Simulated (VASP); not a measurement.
# V (Im-3m) in VASP: a series of runs

V is run at these levels: PBE; tasks: single point, relaxation of cell and atoms.

All numbers are computed with VASP 6.6.1; they aren't measurements. Logs are shortened: lines on timing, memory, paths and dates and some standing lists are left out, and cuts for length are marked.

## 1. The cell of the first run

It takes space group Im-3m (No. 229, cubic). Conventional cell: a = 3.029 Å, b = 3.029 Å, c = 3.029 Å, α = 90.00°, β = 90.00°, γ = 90.00°. V (site symmetry m-3m) has 14 V at 2.62 to 3.03 Å within 3.5 Å.

## 2. Single point, PBE, collinear spin, ferromagnetic start

INCAR reads:

```
PREC = Accurate ; ENCUT = 500
EDIFF = 1E-6 ; ISMEAR = 0
SIGMA = 0.1 ; LREAL = F
LASPH = T ; NELM = 200
ALGO = Normal ; ISIF = 2
LWAVE = F ; LCHARG = T
ISPIN = 2 ; MAGMOM = 2
LORBIT = 11 ; LMAXMIX = 4
GGA = PE ; LELF = T
LVHAR = T ; NBANDS = 16
GGA_COMPAT = F
```

KPOINTS reads:

```
Automatic mesh
0
Gamma
  8 8 8
```

POSCAR reads:

```
V
1.0
   -1.5143500000      1.5143500000      1.5143500000
    1.5143500000     -1.5143500000      1.5143500000
    1.5143500000      1.5143500000     -1.5143500000
V
1
Direct
    0.0000000000      0.0000000000      0.0000000000
```

Potentials or basis: VASP PAW PBE potentials, release 64 (V_sv).

Run with:

```console
> cat potpaw_PBE.64/V_sv/POTCAR > POTCAR
> mpirun -np 1 vasp_std > vasp.out
```

OUTCAR:

```text
PREC = Accurate
   ENCUT = 500
   EDIFF = 1E-6
   ISMEAR = 0
   LREAL = F
   LASPH = T
   NELM = 200
   ISIF = 2
   ISPIN = 2
   LORBIT = 11
   GGA = PE

 ion  position               nearest neighbor table
   1  0.000  0.000  0.000-

  LATTYP: Found a body centered cubic cell.
 ALAT       =     3.0287000000

  Lattice vectors:

 A1 = (  -1.5143500000,   1.5143500000,   1.5143500000)
 A2 = (   1.5143500000,  -1.5143500000,   1.5143500000)
 A3 = (   1.5143500000,   1.5143500000,  -1.5143500000)

Analysis of symmetry for initial positions (statically):
=====================================================================
 Subroutine PRICEL returns:
 Original cell was already a primitive cell.

 Routine SETGRP: Setting up the symmetry group for a
 body centered cubic supercell.

 Subroutine GETGRP returns: Found 48 space group operations
[... 9 lines left out ...]

 Routine SETGRP: Setting up the symmetry group for a
 body centered cubic supercell.

 Subroutine GETGRP returns: Found 48 space group operations
 (whereof 48 operations were pure point group operations)
 out of a pool of 48 trial point group operations.

The dynamic configuration has the point symmetry O_h .

Analysis of structural, dynamic, and magnetic symmetry:
=====================================================================
 Subroutine PRICEL returns:
 Original cell was already a primitive cell.

 Routine SETGRP: Setting up the symmetry group for a
 body centered cubic supercell.

 Subroutine GETGRP returns: Found 48 space group operations
 (whereof 48 operations were pure point group operations)
 out of a pool of 48 trial point group operations.

The overall configuration has the point symmetry O_h .

 Subroutine INISYM returns: Found 48 space group operations
[... 5 lines left out ...]
                                     Primitive cell

  volume of cell :      13.8912

  direct lattice vectors                    reciprocal lattice vectors
    -1.514350000  1.514350000  1.514350000     0.000000000  0.330174662  0.330174662
     1.514350000 -1.514350000  1.514350000     0.330174662  0.000000000  0.330174662
     1.514350000  1.514350000 -1.514350000     0.330174662  0.330174662  0.000000000

  length of vectors
     2.622931140  2.622931140  2.622931140     0.466937486  0.466937486  0.466937486

  position of ions in fractional coordinates (direct lattice)
     0.000000000  0.000000000  0.000000000

  ion indices of the primitive-cell ions
   primitive index   ion index
                 1           1

----------------------------------------------------------------------------------------

 KPOINTS: Automatic mesh

Automatic generation of k-mesh.
 Grid dimensions read from file:
 generate k-points for:    8    8    8

 Generating k-lattice:

  Cartesian coordinates                     Fractional coordinates (reciprocal lattice)
     0.000000000  0.041271833  0.041271833     0.125000000  0.000000000  0.000000000
     0.041271833  0.000000000  0.041271833     0.000000000  0.125000000  0.000000000
     0.041271833  0.041271833  0.000000000     0.000000000  0.000000000  0.125000000

  Length of vectors
     0.058367186  0.058367186  0.058367186

  Shift w.r.t. Gamma in fractional coordinates (k-lattice)
     0.000000000  0.000000000  0.000000000

 Subroutine IBZKPT returns following result:
 ===========================================

 Found     29 irreducible k-points:

 Following reciprocal coordinates:
            Coordinates               Weight
  0.000000  0.000000  0.000000      1.000000
  0.125000  0.000000  0.000000     12.000000
  0.250000  0.000000  0.000000     12.000000
  0.375000  0.000000  0.000000     12.000000
  0.500000  0.000000  0.000000      6.000000
  0.125000  0.125000  0.000000     24.000000
[... 16 lines left out ...]
 -0.250000  0.250000  0.250000      6.000000
 -0.375000  0.375000  0.250000     24.000000
 [... further k-points ...]
   k-points           NKPTS =     29   k-points in BZ     NKDIM =     29   number of bands    NBANDS=     16
   number of dos      NEDOS =    301   number of ions     NIONS =      1
   total plane-waves  NPLWV =   8000
   dimension x,y,z NGX =    20 NGY =   20 NGZ =   20
   dimension x,y,z NGXF=    40 NGYF=   40 NGZF=   40
   ions per type =               1
   NGX,Y,Z   is equivalent  to a cutoff of  12.68, 12.68, 12.68 a.u.
   NGXF,Y,Z  is equivalent  to a cutoff of  25.35, 25.35, 25.35 a.u.
 SYSTEM =  unknown system
   PREC   = accura    normal or accurate (medium, high low for compatibility)
   ISTART =      0    job   : 0-new  1-cont  2-samecut
   ICHARG =      2    charge: 1-file 2-atom 10-const
   ISPIN  =      2    spin polarized calculation?
   LNONCOLLINEAR =      F non collinear calculations
   LSORBIT =      F    spin-orbit coupling
   LASPH  =      T    aspherical Exc in radial PAW
   ENCUT  =  500.0 eV  36.75 Ry    6.06 a.u.   4.78  4.78  4.78*2*pi/ulx,y,z
   NELM   =    200;   NELMIN=  2; NELMDL= -5     # of ELM steps
   EDIFF  = 0.1E-05   stopping-criterion for ELM
   LREAL  =      F    real-space projection
   EDIFFG = 0.1E-04   stopping-criterion for IOM
   NSW    =      0    number of steps for IOM
   IBRION =     -1    ionic relax: 0-MD 1-quasi-New 2-CG
   NFREE  =      0    steps in history (QN), initial steepest desc. (CG)
   ISIF   =      2    stress and relaxation
   ISYM   =      2    0-nonsym 1-usesym 2-fastsym
   POTIM  = 0.5000    time-step for ionic-motion
   TEBEG  =    0.0;   TEEND  =   0.0 temperature during run
   PSTRESS=    0.0 pullay stress
   NELECT =      13.0000    total number of electrons
   NUPDOWN=      -1.0000    fix difference up-down
   EMIN   =  10.00;   EMAX   =-10.00  energy-range for DOS
   EFERMI =   0.00;   METHOD = LEGACY
   ISMEAR =     0;   SIGMA  =   0.10  broadening in eV -4-tet -1-fermi 0-gaus
   EFERMI_NEDOS =   21; number of points for ismear=-14 and -15
   IALGO  =     38    algorithm
   IMIX   =      4    mixing-type and parameters
     AMIX     =   0.40;   BMIX     =  1.00
     AMIX_MAG =   1.60;   BMIX_MAG =  1.00
  volume/ion in A,a.u.               =      13.89        93.74
  Fermi-wavevector in a.u.,A,eV,Ry     =   1.601313  3.026044 34.888125  2.564205
  Thomas-Fermi vector in A             =   2.698311
   LORBIT       =     11    0 simple, 1 ext, 2 COOP (PROOUT), +10 PAW based schemes
   GGA     = PE    functional components
   LHFCALC =     F    Hartree Fock is set to
   AEXX    =    0.0000 exact exchange contribution
   IVDW    =     0    specifies the selected vdW correction
   LEPSILON=     F    determine dielectric tensor
   LRPA    =     F    only Hartree local field effects (RPA)
 spin polarized calculation
 Gauss-broadening in eV      SIGMA  =   0.10
  energy-cutoff  :      500.00
  volume of cell :       13.89
 maximum number of plane-waves:       370
   NGX =  9   NGY =  9   NGZ =  9

 number of electron      12.9999997 magnetization       0.0028811

 number of electron      12.9999997 magnetization      -0.0003398

 Free energy of the ion-electron system (eV)
  ---------------------------------------------------
  ext. energy  EPLUGINS =         0.00000000
  ---------------------------------------------------
  free energy    TOTEN  =        -8.99947688 eV

  energy without entropy =       -8.98851232  energy(sigma->0) =       -8.99399460

 E-fermi :   9.3581     XC(G=0): -12.7324

 val. band max:        9.3518079786   @ k =   0.5000   0.5000   0.1250
 cond. band min:       9.3795392989   @ k =  -0.2500   0.2500   0.1250
 fundamental gap:      0.0277313202
 Fermi energy:         9.3581438644

 spin component 1

 k-point     1 :       0.0000    0.0000    0.0000
  band No.  band energies     occupation
      1     -54.3805      1.00000
      2     -27.7310      1.00000
      3     -27.7310      1.00000
      4     -27.7310      1.00000
      5       2.8123      1.00000
      6       9.7657      0.00000
[... 8 lines left out ...]
     15      36.3551      0.00000
     16      40.3886      0.00000

 k-point     2 :       0.1250    0.0000    0.0000
  band No.  band energies     occupation
      1     -54.3551      1.00000
      2     -27.8551      1.00000
      3     -27.7692      1.00000
      4     -27.7317      1.00000
      5       3.4116      1.00000
      6       9.5219      0.01029
[... 8 lines left out ...]
     15      36.6203      0.00000
     16      36.7136      0.00000
[... 387 lines left out ...]
      5       6.4449      1.00000
      6       8.8437      1.00000
[... 8 lines left out ...]
     15      39.2680      0.00000
     16      39.2680      0.00000

 k-point    24 :      -0.3750    0.3750    0.2500
  band No.  band energies     occupation
      1     -54.1667      1.00000
      2     -28.3340      1.00000
      3     -28.1010      1.00000
      4     -28.0269      1.00000
      5       7.1750      1.00000
      6       7.9490      1.00000
[... 8 lines left out ...]
     15      38.2646      0.00000
     16      38.4970      0.00000

 [... further k-points ...]

 spin component 2

 k-point     1 :       0.0000    0.0000    0.0000
  band No.  band energies     occupation
      1     -54.3808      1.00000
      2     -27.7313      1.00000
      3     -27.7313      1.00000
      4     -27.7313      1.00000
      5       2.8121      1.00000
      6       9.7655      0.00000
[... 8 lines left out ...]
     15      36.3549      0.00000
     16      40.3882      0.00000

 k-point     2 :       0.1250    0.0000    0.0000
  band No.  band energies     occupation
      1     -54.3554      1.00000
      2     -27.8554      1.00000
      3     -27.7695      1.00000
      4     -27.7320      1.00000
      5       3.4114      1.00000
      6       9.5217      0.01037
[... 8 lines left out ...]
     15      36.6201      0.00000
     16      36.7134      0.00000
[... 387 lines left out ...]
      5       6.4447      1.00000
      6       8.8435      1.00000
[... 8 lines left out ...]
     15      39.2678      0.00000
     16      39.2678      0.00000

 k-point    24 :      -0.3750    0.3750    0.2500
  band No.  band energies     occupation
      1     -54.1670      1.00000
      2     -28.3343      1.00000
      3     -28.1013      1.00000
      4     -28.0272      1.00000
      5       7.1747      1.00000
      6       7.9488      1.00000
[... 8 lines left out ...]
     15      38.2644      0.00000
     16      38.4967      0.00000

 [... further k-points ...]
[... 5 lines left out ...]
  --------------------------------------------------------------------------------------
  -------------------------------------------------------------------------------------
  Total       -0.5542045     -0.5542045     -0.5542045     -0.0000000     -0.0000000      0.0000000
  in kB      -63.9207502    -63.9207502    -63.9207502     -0.0000000     -0.0000000      0.0000000
  external PRESSURE =     -63.9207502 kB  Pullay stress =       0.0000000 kB

 VOLUME and BASIS-vectors are now :
 -----------------------------------------------------------------------------
  energy-cutoff  :      500.00
  volume of cell :       13.89
      direct lattice vectors                 reciprocal lattice vectors
    -1.514350000  1.514350000  1.514350000     0.000000000  0.330174662  0.330174662
     1.514350000 -1.514350000  1.514350000     0.330174662  0.000000000  0.330174662
     1.514350000  1.514350000 -1.514350000     0.330174662  0.330174662  0.000000000

 POSITION                                       TOTAL-FORCE (eV/Angst)
 -----------------------------------------------------------------------------------
      0.00000      0.00000      0.00000         0.000000     -0.000000      0.000000
 -----------------------------------------------------------------------------------
    total drift:                               -0.000000     -0.000000      0.000000

  FREE ENERGIE OF THE ION-ELECTRON SYSTEM (eV)
  ---------------------------------------------------
  free  energy   TOTEN  =        -8.9994768834 eV

  energy  without entropy=       -8.9885123182  energy(sigma->0) =       -8.99399460

 total charge

# of ion       s       p       d       tot
------------------------------------------
    1        2.333   6.203   3.073  11.608

 magnetization (x)

# of ion       s       p       d       tot
------------------------------------------
    1       -0.000  -0.000  -0.000  -0.000
```

Run time: 17 s. Hardware: 1 thread of AMD EPYC 9R45 (Zen 5), shared host; peak memory 0.09 GiB.

Results:

```
Free energy                                           : -8.9995 eV
Pressure                                              : -6.4 GPa
Net moment                                            : 0.00 μB per cell
Valence electrons inside the program's atomic spheres : V 11.61
```

Caveat: the k points lie up to 0.37 Å⁻¹ apart.

## 3. Single point, PBE

This run uses another cell than the first one, of 13.51 Å³/atom, 0.973 times its volume.

INCAR reads:

```
SYSTEM = V
PREC = Accurate
ENCUT = 500
EDIFF = 1E-6
ISMEAR = -1
SIGMA = 0.15
LREAL = .FALSE.
LASPH = .TRUE.
NELM = 120
ALGO = Normal
ISIF = 2
LWAVE = .FALSE.
LCHARG = .FALSE.
GGA = PE
NBANDS = 12
GGA_COMPAT = .FALSE.
```

KPOINTS reads:

```
regular mesh
0
G
  20 20 20
  0 0 0
```

POSCAR reads:

```
V
1.0
   -1.5005147757      1.5005147757      1.5005147757
    1.5005147757     -1.5005147757      1.5005147757
    1.5005147757      1.5005147757     -1.5005147757
V
1
Direct
    0.0000000000      0.0000000000      0.0000000000
```

Potentials or basis: VASP PAW PBE potentials, release 64 (V_sv).

Run with:

```console
> cat potpaw_PBE.64/V_sv/POTCAR > POTCAR
> mpirun -np 1 vasp_std > vasp.out
```

OUTCAR:

```text
SYSTEM = V
   PREC = Accurate
   ENCUT = 500
   EDIFF = 1E-6
   ISMEAR = -1
   LREAL = .FALSE.
   LASPH = .TRUE.
   NELM = 120
   ISIF = 2
   GGA = PE

 ion  position               nearest neighbor table
   1  0.000  0.000  0.000-

  LATTYP: Found a body centered cubic cell.
 ALAT       =     3.0010295514

  Lattice vectors:

 A1 = (  -1.5005147757,   1.5005147757,   1.5005147757)
 A2 = (   1.5005147757,  -1.5005147757,   1.5005147757)
[... 529 lines left out ...]
      3     -27.5436      2.00000
      4     -27.3848      2.00000
      5       6.0939      2.00000
      6       9.0277      1.97918
      7       9.3975      1.77973
      8      11.7143      0.00000
      9      12.3736      0.00000
     10      12.6317      0.00000
     11      24.2333      0.00000
     12      26.7253      0.00000

 [... further k-points ...]
[... 5 lines left out ...]
  --------------------------------------------------------------------------------------
  -------------------------------------------------------------------------------------
  Total        0.0096447      0.0096447      0.0096447      0.0000000     -0.0000000     -0.0000000
  in kB        1.1434498      1.1434498      1.1434498      0.0000000     -0.0000000     -0.0000000
  external PRESSURE =       1.1434498 kB  Pullay stress =       0.0000000 kB

 VOLUME and BASIS-vectors are now :
 -----------------------------------------------------------------------------
  energy-cutoff  :      500.00
  volume of cell :       13.51
      direct lattice vectors                 reciprocal lattice vectors
    -1.500514776  1.500514776  1.500514776     0.000000000  0.333218978  0.333218978
     1.500514776 -1.500514776  1.500514776     0.333218978  0.000000000  0.333218978
     1.500514776  1.500514776 -1.500514776     0.333218978  0.333218978  0.000000000

 POSITION                                       TOTAL-FORCE (eV/Angst)
 -----------------------------------------------------------------------------------
      0.00000      0.00000      0.00000         0.000000      0.000000     -0.000000
 -----------------------------------------------------------------------------------
    total drift:                                0.000000     -0.000000      0.000000

  FREE ENERGIE OF THE ION-ELECTRON SYSTEM (eV)
  ---------------------------------------------------
  free  energy   TOTEN  =        -9.0554465373 eV

  energy  without entropy=       -8.9349922889  energy(sigma->0) =       -8.99521941
```

OSZICAR:

```text
N       E                     dE             d eps       ncg     rms          rms(c)
DAV:   1     0.885328899085E+02    0.88533E+02   -0.69661E+03  6176   0.115E+03
DAV:   2    -0.916682544128E+01   -0.97700E+02   -0.94694E+02  6236   0.325E+02
DAV:   3    -0.104332422824E+02   -0.12664E+01   -0.12630E+01  6840   0.430E+01
DAV:   4    -0.104396715617E+02   -0.64293E-02   -0.64292E-02  6620   0.327E+00
DAV:   5    -0.104397479610E+02   -0.76399E-04   -0.76399E-04  6792   0.336E-01    0.182E+01
DAV:   6    -0.908030047970E+01    0.13594E+01   -0.31794E+00  6400   0.294E+01    0.158E+00
DAV:   7    -0.906360024465E+01    0.16700E-01   -0.28246E-02  6408   0.210E+00    0.997E-01
DAV:   8    -0.905539167288E+01    0.82086E-02   -0.45862E-03  6612   0.101E+00    0.685E-02
DAV:   9    -0.905544400503E+01   -0.52332E-04   -0.17797E-04  6276   0.196E-01    0.345E-02
DAV:  10    -0.905544590602E+01   -0.19010E-05   -0.10798E-05  6596   0.492E-02    0.611E-03
DAV:  11    -0.905544653727E+01   -0.63126E-06   -0.92094E-07  4200   0.162E-02
   1 F= -.90554465E+01 E0= -.89952194E+01  d E =-.120454E+00
```

stdout:

```text
POSCAR found type information on POSCAR V
 POSCAR found :  1 types and       1 ions
 scaLAPACK will be used
 LDA part: xc-table for (Slater+PW92), standard interpolation
 POSCAR, INCAR and KPOINTS ok, starting setup
 FFT: planning ... GRIDC
 FFT: planning ... GRID_SOFT
 FFT: planning ... GRID
 WAVECAR not read
 entering main loop
```

It took 30 s on 1 thread of AMD EPYC 9R45 (Zen 5), shared host; peak memory 0.12 GiB.

What came out:

| Property | Result |
| --- | --- |
| Free energy | -9.0554 eV |
| Pressure | 0.1 GPa |

[end of part 1 of 2]
